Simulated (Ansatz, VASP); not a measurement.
# One calculation of TiNb2As3, two programs

File INCAR:

```
SYSTEM = TiNb2As3
PREC = Accurate
ENCUT = 500
EDIFF = 1E-6
ISMEAR = 0
SIGMA = 0.1
LREAL = .FALSE.
LASPH = .TRUE.
NELM = 120
ALGO = Normal
ISIF = 2
LWAVE = .FALSE.
LCHARG = .FALSE.
GGA = PE
NBANDS = 36
GGA_COMPAT = .FALSE.
```

KPOINTS

```
Automatic mesh
0
G
  3 3 6
  0 0 0
```

POSCAR

```
TiNb2As3
1.0
    5.9281982800      0.0000000000      0.0000000000
   -2.9640991400      5.1339703100      0.0000000000
    0.0000000000      0.0000000000      3.5914049200
Ti Nb As
1 2 3
Direct
    0.0000000000      0.0000000000      0.0000000000
    0.3333333300      0.6666666700      0.0000000000
    0.6666666700      0.3333333300      0.0000000000
    0.5000000000      0.0000000000      0.5000000000
    0.5000000000      0.5000000000      0.5000000000
    0.0000000000      0.5000000000      0.5000000000
```

Input for Ansatz:

```yaml
crystal:
  lattice:
    - [5.92819828, 0.0, 0.0]
    - [-2.96409914, 5.13397031, 0.0]
    - [0.0, 0.0, 3.59140492]
  atoms:
    - { symbol: Ti, position: [0.0, 0.0, 0.0] }
    - { symbol: Nb, position: [0.33333333, 0.66666667, 0.0] }
    - { symbol: Nb, position: [0.66666667, 0.33333333, 0.0] }
    - { symbol: As, position: [0.5, 0.0, 0.5] }
    - { symbol: As, position: [0.5, 0.5, 0.5] }
    - { symbol: As, position: [0.0, 0.5, 0.5] }
basis:
  ecutwfc: 420
kpoints:
  mp_grid: { grid: [3, 3, 6] }
hamiltonian:
  xc: pbe
scf:
  occupations: { method: gaussian, width: 0.1 }
  lower_state_search: "off"
output:
  forces: true
  stress: true
  eigenvalues: true
```

Change from the starting cell: species swapped into the YbCo3B2 type (P6/mmm, No. 191).

Alike in both runs: task single point; functional PBE; k mesh 3 × 3 × 6; occupations gaussian, width 0.1 eV; no spin polarisation.

```csv
,VASP,Ansatz
version,VASP 6.6.1,Ansatz 0.2.0
potentials or method,"VASP PAW PBE potentials, release 64 (Ti_sv, Nb_sv, As), cutoff 500 eV","scalar-relativistic, plane waves, PAW"
valence electrons in the cell,53,83
```

```csv
,VASP,Ansatz,Ansatz less VASP
gap on the k mesh at the Fermi level (eV),none,none,-
pressure (GPa),14.8,14.7,-0.07
"traceless stress, the component that is largest in VASP (GPa)",8.14,8.07,-0.070
```

A gap of «none» marks a metal or a gap that the smearing closes. VASP's potentials hold 53 valence electrons a cell and Ansatz's 83, so a difference there can come from the potentials and not from the codes.

The k mesh is coarse, so the values compare programs but aren't converged.
